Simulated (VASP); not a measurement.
The system is BeS.

```xyz
2
Lattice="0.0000 2.4343 2.4343 2.4343 0.0000 2.4343 2.4343 2.4343 0.0000" Properties=species:S:1:pos:R:3 pbc="T T T"
Be    0.0000    0.0000    0.0000
S     3.6515    3.6515    3.6515
```

Program: VASP 6.6.1. Alike in all runs: task single point; potentials or basis VASP PAW PBE potentials, release 64 (Be, S); no spin polarisation; cell as given; cutoff (eV) 520. Hardware: 1 thread of Intel(R) Xeon(R) Platinum 8259CL CPU @ 2.50GHz (Skylake/Cascade Lake) (shared host).

Problem. Order these runs on this cell by their wall time, lowest first.
A. level r2SCAN; k mesh 10 × 10 × 10; smearing gaussian 0.01 eV
B. level PBE; k mesh 10 × 10 × 10; smearing fermi-dirac 0.02 eV
C. level PBE; k mesh 6 × 6 × 6; smearing gaussian 0.01 eV

Solution. C (5.9 s), B (18 s), A (61 s).
